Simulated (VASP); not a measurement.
# NbMo2S6 (P-6m2) in VASP: further runs

NbMo2S6 is run at these levels: PBE; tasks: single point.

Program: VASP 6.6.1. These are calculated values, not measurements. Logs are shortened: lines on timing, memory, paths and dates and some standing lists are left out, and cuts for length are marked.

**1. The cell of the first run**

Symmetry: P-6m2, No. 187, hexagonal system. The conventional cell has a = 3.240 Å, b = 3.240 Å, c = 22.520 Å, α = 90.00°, β = 90.00°, γ = 120.00°. Within 3.3 Å of Nb (site symmetry -6m2) lie 6 S at 2.46 Å and 6 Nb at 3.24 Å. Mo (site symmetry 3m) has 6 S at 2.43 Å and 6 Mo at 3.24 Å within 3.3 Å. Within 3.3 Å of S (site symmetry 3m) lie 3 Mo at 2.43 Å and 7 S at 3.09 to 3.24 Å. S (site symmetry 3m) has 3 Nb at 2.46 Å and 7 S at 3.20 to 3.24 Å within 3.3 Å. S (site symmetry 3m) has 3 Mo at 2.43 Å and 7 S at 3.09 to 3.24 Å within 3.3 Å.

**2. Single point, PBE**

Input file INCAR:

```
PREC = Accurate ; ENCUT = 520
EDIFF = 1E-6 ; ISMEAR = 0
SIGMA = 0.1 ; LREAL = F
LASPH = T ; NELM = 100
ALGO = Normal ; ISIF = 2
LWAVE = F ; LCHARG = F
GGA = PE ; NBANDS = 48
```

Input file KPOINTS:

```
regular mesh
0
Gamma
  6 6 1
```

Input file POSCAR:

```
NbMo2S6
1.0
    3.2397879000      0.0000000000      0.0000000000
   -1.6198940000      2.8057386000      0.0000000000
    0.0000000000      0.0000000000     22.5198485000
Nb Mo S
1 2 6
Direct
    0.0000000000      0.0000000000      0.0000000000
    0.0000000000      0.0000000000      0.6705060000
    0.0000000000      0.0000000000      0.3294940000
    0.3333333000      0.6666667000      0.7390880000
    0.3333333000      0.6666667000      0.0709770000
    0.3333333000      0.6666667000      0.3980890000
    0.3333333000      0.6666667000      0.9290230000
    0.3333333000      0.6666667000      0.2609120000
    0.3333333000      0.6666667000      0.6019110000
```

Potentials or basis: VASP PAW PBE potentials, release 64 (Nb_sv, Mo_sv, S).

Command:

```console
> cat potpaw_PBE.64/Nb_sv/POTCAR potpaw_PBE.64/Mo_sv/POTCAR potpaw_PBE.64/S/POTCAR > POTCAR
> mpirun -np 1 vasp_std > vasp.out
```

OUTCAR:

```text
PREC = Accurate
   ENCUT = 520
   EDIFF = 1E-6
   ISMEAR = 0
   LREAL = F
   LASPH = T
   NELM = 100
   ISIF = 2
   GGA = PE

 ion  position               nearest neighbor table
   1  0.000  0.000  0.000-   5 2.46   7 2.46   5 2.46   7 2.46   5 2.46   7 2.46
   2  0.000  0.000  0.671-   4 2.43   4 2.43   4 2.43   9 2.43   9 2.43   9 2.43
   3  0.000  0.000  0.329-   8 2.43   8 2.43   8 2.43   6 2.43   6 2.43   6 2.43
   4  0.333  0.667  0.739-   2 2.43   2 2.43   2 2.43
   5  0.333  0.667  0.071-   1 2.46   1 2.46   1 2.46
   6  0.333  0.667  0.398-   3 2.43   3 2.43   3 2.43
   7  0.333  0.667  0.929-   1 2.46   1 2.46   1 2.46
   8  0.333  0.667  0.261-   3 2.43   3 2.43   3 2.43
   9  0.333  0.667  0.602-   2 2.43   2 2.43   2 2.43

  LATTYP: Found a hexagonal cell.
 ALAT       =     3.2397879000
 C/A-ratio  =     6.9510255594

  Lattice vectors:

 A1 = (   3.2397879000,   0.0000000000,   0.0000000000)
 A2 = (  -1.6198940000,   2.8057386000,   0.0000000000)
 A3 = (   0.0000000000,   0.0000000000,  22.5198485000)

Analysis of symmetry for initial positions (statically):
=====================================================================
 Subroutine PRICEL returns:
 Original cell was already a primitive cell.

 Routine SETGRP: Setting up the symmetry group for a
 hexagonal supercell.

 Subroutine GETGRP returns: Found 12 space group operations
 (whereof 12 operations were pure point group operations)
 out of a pool of 24 trial point group operations.

The static configuration has the point symmetry D_3h.

Analysis of symmetry for dynamics (positions and initial velocities):
=====================================================================
 Subroutine PRICEL returns:
 Original cell was already a primitive cell.

 Routine SETGRP: Setting up the symmetry group for a
 hexagonal supercell.

 Subroutine GETGRP returns: Found 12 space group operations
 (whereof 12 operations were pure point group operations)
 out of a pool of 24 trial point group operations.

The dynamic configuration has the point symmetry D_3h.

 Subroutine INISYM returns: Found 12 space group operations
 (whereof 12 operations are pure point group operations),
 and found     1 'primitive' translations

----------------------------------------------------------------------------------------

                                     Primitive cell

  volume of cell :     204.7054

  direct lattice vectors                    reciprocal lattice vectors
     3.239787900  0.000000000  0.000000000     0.308662181  0.178206200  0.000000000
    -1.619894000  2.805738600  0.000000000     0.000000000  0.356412390  0.000000000
     0.000000000  0.000000000 22.519848500     0.000000000  0.000000000  0.044405272

  length of vectors
     3.239787900  3.239787904 22.519848500     0.356412390  0.356412390  0.044405272

  position of ions in fractional coordinates (direct lattice)
     0.000000000  0.000000000  0.000000000
     0.000000000  0.000000000  0.670506000
     0.000000000  0.000000000  0.329494000
     0.333333300  0.666666700  0.739088000
     0.333333300  0.666666700  0.070977000
     0.333333300  0.666666700  0.398089000
     0.333333300  0.666666700  0.929023000
     0.333333300  0.666666700  0.260912000
     0.333333300  0.666666700  0.601911000

  ion indices of the primitive-cell ions
   primitive index   ion index
                 1           1
                 2           2
                 3           3
                 4           4
                 5           5
                 6           6
                 7           7
                 8           8
                 9           9

----------------------------------------------------------------------------------------

 KPOINTS: regular mesh

Automatic generation of k-mesh.
 Grid dimensions read from file:
 generate k-points for:    6    6    1

 Generating k-lattice:

  Cartesian coordinates                     Fractional coordinates (reciprocal lattice)
     0.051443697  0.029701033  0.000000000     0.166666667  0.000000000  0.000000000
     0.000000000  0.059402065  0.000000000     0.000000000  0.166666667  0.000000000
     0.000000000  0.000000000  0.044405272     0.000000000  0.000000000  1.000000000

  Length of vectors
     0.059402065  0.059402065  0.044405272

  Shift w.r.t. Gamma in fractional coordinates (k-lattice)
     0.000000000  0.000000000  0.000000000

 Subroutine IBZKPT returns following result:
 ===========================================

 Found      7 irreducible k-points:

 Following reciprocal coordinates:
            Coordinates               Weight
  0.000000  0.000000  0.000000      1.000000
  0.166667 -0.000000  0.000000      6.000000
  0.333333 -0.000000  0.000000      6.000000
  0.500000  0.000000  0.000000      3.000000
  0.166667  0.166667  0.000000      6.000000
  0.333333  0.166667  0.000000     12.000000
  0.333333  0.333333  0.000000      2.000000
   k-points           NKPTS =      7   k-points in BZ     NKDIM =      7   number of bands    NBANDS=     48
   number of dos      NEDOS =    301   number of ions     NIONS =      9
   total plane-waves  NPLWV =  96768
   dimension x,y,z NGX =    24 NGY =   24 NGZ =  168
   dimension x,y,z NGXF=    48 NGYF=   48 NGZF=  336
   ions per type =               1   2   6
   NGX,Y,Z   is equivalent  to a cutoff of  12.32, 12.32, 12.40 a.u.
   NGXF,Y,Z  is equivalent  to a cutoff of  24.63, 24.63, 24.80 a.u.
 SYSTEM =  unknown system
   PREC   = accura    normal or accurate (medium, high low for compatibility)
   ISTART =      0    job   : 0-new  1-cont  2-samecut
   ICHARG =      2    charge: 1-file 2-atom 10-const
   ISPIN  =      1    spin polarized calculation?
   LNONCOLLINEAR =      F non collinear calculations
   LSORBIT =      F    spin-orbit coupling
   LASPH  =      T    aspherical Exc in radial PAW
   ENCUT  =  520.0 eV  38.22 Ry    6.18 a.u.   6.02  6.02 41.87*2*pi/ulx,y,z
   NELM   =    100;   NELMIN=  2; NELMDL= -5     # of ELM steps
   EDIFF  = 0.1E-05   stopping-criterion for ELM
   LREAL  =      F    real-space projection
[... 7 lines left out ...]
   TEBEG  =    0.0;   TEEND  =   0.0 temperature during run
   PSTRESS=    0.0 pullay stress
   NELECT =      77.0000    total number of electrons
   NUPDOWN=      -1.0000    fix difference up-down
   EMIN   =  10.00;   EMAX   =-10.00  energy-range for DOS
   EFERMI =   0.00;   METHOD = LEGACY
   ISMEAR =     0;   SIGMA  =   0.10  broadening in eV -4-tet -1-fermi 0-gaus
   EFERMI_NEDOS =   21; number of points for ismear=-14 and -15
   IALGO  =     38    algorithm
   IMIX   =      4    mixing-type and parameters
     AMIX     =   0.40;   BMIX     =  1.00
     AMIX_MAG =   1.60;   BMIX_MAG =  1.00
  volume/ion in A,a.u.               =      22.75       153.49
  Fermi-wavevector in a.u.,A,eV,Ry     =   1.181758  2.233199 19.001252  1.396553
  Thomas-Fermi vector in A             =   2.318026
   LORBIT       =      0    0 simple, 1 ext, 2 COOP (PROOUT), +10 PAW based schemes
   GGA     = PE    functional components
   LHFCALC =     F    Hartree Fock is set to
   AEXX    =    0.0000 exact exchange contribution
   IVDW    =     0    specifies the selected vdW correction
   LEPSILON=     F    determine dielectric tensor
   LRPA    =     F    only Hartree local field effects (RPA)
 non-spin polarized calculation
 Gauss-broadening in eV      SIGMA  =   0.10
  energy-cutoff  :      520.00
  volume of cell :      204.71
 maximum number of plane-waves:      5568
   NGX = 13   NGY = 13   NGZ = 83

 number of electron      77.0000006 magnetization

 Free energy of the ion-electron system (eV)
  ---------------------------------------------------
  ext. energy  EPLUGINS =         0.00000000
  ---------------------------------------------------
  free energy    TOTEN  =       -65.21445304 eV

  energy without entropy =      -65.19734340  energy(sigma->0) =      -65.20589822

 E-fermi :   4.4386     XC(G=0):  -9.1821

 val. band max:        4.3837478000   @ k =   0.0000   0.0000   0.0000
 cond. band min:       4.4817729514   @ k =   0.3333   0.1667   0.0000
 fundamental gap:      0.0980251515
 Fermi energy:         4.4385781425

 k-point     1 :       0.0000    0.0000    0.0000
  band No.  band energies     occupation
      1     -56.8166      2.00000
      2     -56.8166      2.00000
      3     -50.4102      2.00000
      4     -30.9230      2.00000
      5     -30.9230      2.00000
      6     -30.7768      2.00000
[... 40 lines left out ...]
     47       7.0306      0.00000
     48       7.6294      0.00000

 k-point     2 :       0.1667   -0.0000    0.0000
  band No.  band energies     occupation
      1     -56.8092      2.00000
      2     -56.8092      2.00000
      3     -50.3974      2.00000
      4     -30.9077      2.00000
      5     -30.9077      2.00000
      6     -30.8557      2.00000
[... 40 lines left out ...]
     47       7.3149      0.00000
     48       7.3196      0.00000

 k-point     3 :       0.3333   -0.0000    0.0000
  band No.  band energies     occupation
      1     -56.7945      2.00000
      2     -56.7945      2.00000
      3     -50.3718      2.00000
      4     -31.0106      2.00000
      5     -31.0106      2.00000
      6     -30.8770      2.00000
[... 40 lines left out ...]
     47       7.5521      0.00000
     48       8.0806      0.00000

 k-point     4 :       0.5000    0.0000    0.0000
  band No.  band energies     occupation
      1     -56.7871      2.00000
      2     -56.7871      2.00000
      3     -50.3589      2.00000
      4     -31.0865      2.00000
      5     -31.0865      2.00000
      6     -30.8616      2.00000
[... 40 lines left out ...]
     47       8.3173      0.00000
     48       8.3292      0.00000

 k-point     5 :       0.1667    0.1667    0.0000
  band No.  band energies     occupation
      1     -56.7982      2.00000
      2     -56.7982      2.00000
      3     -50.3782      2.00000
      4     -30.9577      2.00000
      5     -30.9577      2.00000
      6     -30.8847      2.00000
[... 40 lines left out ...]
     47       7.6672      0.00000
     48       7.8154      0.00000

 k-point     6 :       0.3333    0.1667    0.0000
  band No.  band energies     occupation
      1     -56.7871      2.00000
      2     -56.7871      2.00000
      3     -50.3589      2.00000
      4     -31.0480      2.00000
      5     -31.0480      2.00000
      6     -30.8888      2.00000
[... 40 lines left out ...]
     47       8.3131      0.00000
     48       8.3908      0.00000

 k-point     7 :       0.3333    0.3333    0.0000
  band No.  band energies     occupation
      1     -56.7834      2.00000
      2     -56.7834      2.00000
      3     -50.3525      2.00000
      4     -31.0113      2.00000
      5     -31.0113      2.00000
      6     -30.9736      2.00000
[... 40 lines left out ...]
     47       8.1558      0.00000
     48       8.6542      0.00000

------------------------ aborting loop because EDIFF is reached ----------------------------------------

  FORCE on cell =-STRESS in cart. coord.  units (eV):
  Direction    XX          YY          ZZ          XY          YZ          ZX
  --------------------------------------------------------------------------------------
  -------------------------------------------------------------------------------------
  Total       -0.2727344     -0.2727344     -0.1039338      0.0000000      0.0000000     -0.0000000
  in kB       -2.1346236     -2.1346235     -0.8134633      0.0000000      0.0000000     -0.0000000
  external PRESSURE =      -1.6942368 kB  Pullay stress =       0.0000000 kB

 VOLUME and BASIS-vectors are now :
 -----------------------------------------------------------------------------
  energy-cutoff  :      520.00
  volume of cell :      204.71
      direct lattice vectors                 reciprocal lattice vectors
     3.239787900  0.000000000  0.000000000     0.308662181  0.178206200  0.000000000
    -1.619894000  2.805738600  0.000000000     0.000000000  0.356412390  0.000000000
     0.000000000  0.000000000 22.519848500     0.000000000  0.000000000  0.044405272

 POSITION                                       TOTAL-FORCE (eV/Angst)
 -----------------------------------------------------------------------------------
      0.00000      0.00000      0.00000         0.000000     -0.000000      0.000000
      0.00000      0.00000     15.09969        -0.000000      0.000000     -0.001180
      0.00000      0.00000      7.42015        -0.000000      0.000000      0.001180
     -0.00000      1.87049     16.64415        -0.000000     -0.000000     -0.007551
     -0.00000      1.87049      1.59839        -0.000000     -0.000000     -0.028079
     -0.00000      1.87049      8.96490        -0.000000     -0.000000     -0.007276
     -0.00000      1.87049     20.92146        -0.000000     -0.000000      0.028079
     -0.00000      1.87049      5.87570         0.000000     -0.000000      0.007551
     -0.00000      1.87049     13.55494         0.000000     -0.000000      0.007276
 -----------------------------------------------------------------------------------
    total drift:                                0.000484     -0.000279      0.000000

  FREE ENERGIE OF THE ION-ELECTRON SYSTEM (eV)
  ---------------------------------------------------
  free  energy   TOTEN  =       -65.2144530393 eV

  energy  without entropy=      -65.1973433992  energy(sigma->0) =      -65.20589822
```

Wall time 98 s (1 thread of Intel Xeon 6975P-C (Granite Rapids), shared host); peak memory 0.31 GiB.

Results:

| Item | Value |
| --- | --- |
| Free energy | -65.2145 eV |
| Pressure | -0.2 GPa |
| Largest force | 0.028 eV/Å |
| Band gap on the k mesh | zero (an odd number of electrons rules out a gap without spin polarisation) |

Forces in eV/Å, atoms in the order of the input:
```
Nb   0.000  0.000  0.000
Mo   0.000  0.000 -0.001
Mo   0.000  0.000  0.001
S    0.000  0.000 -0.008
S    0.000  0.000 -0.028
S    0.000  0.000 -0.007
S    0.000  0.000  0.028
S    0.000  0.000  0.008
S    0.000  0.000  0.007
```

Caveat: the k points lie up to 0.37 Å⁻¹ apart, too coarse for converged energies and pressures of a metal; this functional lacks dispersion, which binds the layers, so the pressure and a relaxed spacing across them are unreliable.

**3. Single point, PBE**

Input file INCAR:

```
SYSTEM = NbMo2S6
PREC = Accurate
ENCUT = 520
EDIFF = 1E-6
ISMEAR = 0
SIGMA = 0.1
LREAL = .FALSE.
LASPH = .TRUE.
NELM = 100
ALGO = Normal
ISIF = 2
LWAVE = .FALSE.
LCHARG = .FALSE.
GGA = PE
NBANDS = 48
```

Input file KPOINTS:

```
Automatic mesh
0
G
  12 12 2
  0 0 0
```

Input file POSCAR:

```
NbMo2S6
1.0
    3.2397878860      0.0000000289      0.0000000000
   -1.6198939680      2.8057385977      0.0000000000
    0.0000000000      0.0000000000     22.5198485000
Nb Mo S
1 2 6
Direct
    0.0000000000      0.0000000000      0.0000000000
    0.0000000000      0.0000000000      0.6705060000
    0.0000000000      0.0000000000      0.3294940000
    0.3333333333      0.6666666667      0.7390880000
    0.3333333333      0.6666666667      0.0709770000
    0.3333333333      0.6666666667      0.3980890000
    0.3333333333      0.6666666667      0.9290230000
    0.3333333333      0.6666666667      0.2609120000
    0.3333333333      0.6666666667      0.6019110000
```

Potentials or basis: VASP PAW PBE potentials, release 64 (Nb_sv, Mo_sv, S).

Command:

```console
> cat potpaw_PBE.64/Nb_sv/POTCAR potpaw_PBE.64/Mo_sv/POTCAR potpaw_PBE.64/S/POTCAR > POTCAR
> mpirun -np 1 vasp_std > vasp.out
```

Run time: 8.4 min. Hardware: 1 thread of Intel Xeon 6975P-C (Granite Rapids), shared host; peak memory 0.48 GiB.

The run converged. Its results:

- Free energy: -65.2158 eV
- Pressure: -0.2 GPa
- Largest force: 0.038 eV/Å
- Band gap on the k mesh: zero (an odd number of electrons rules out a gap without spin polarisation)

Forces in eV/Å, atoms in the order of the input:
```
Nb   0.000  0.000  0.000
Mo   0.000  0.000  0.000
Mo   0.000  0.000  0.000
S    0.000  0.000 -0.011
S    0.000  0.000 -0.038
S    0.000  0.000 -0.011
S    0.000  0.000  0.038
S    0.000  0.000  0.011
S    0.000  0.000  0.011
```

Levels at points of the mesh, in eV from the Fermi level:
| k point | band 35 | band 36 | band 37 | band 38 | band 39 | band 40 | band 41 | band 42 |
| --- | --- | --- | --- | --- | --- | --- | --- | --- |
| (0.00, 0.00, 0.00) | -0.99 | -0.99 | -0.20 | -0.02 | 0.68 | 2.34 | 2.34 | 2.34 |
| (0.50, 0.00, 0.00) | -1.41 | -0.90 | -0.86 | -0.79 | -0.15 | 1.76 | 1.76 | 2.26 |
| (0.00, 0.00, 0.50) | -0.99 | -0.99 | -0.15 | -0.06 | 0.68 | 2.34 | 2.34 | 2.34 |
| (0.50, 0.00, 0.50) | -1.41 | -0.89 | -0.86 | -0.79 | -0.15 | 1.76 | 1.76 | 2.26 |

Caveat: this functional lacks dispersion, which binds the layers, so the pressure and a relaxed spacing across them are unreliable.
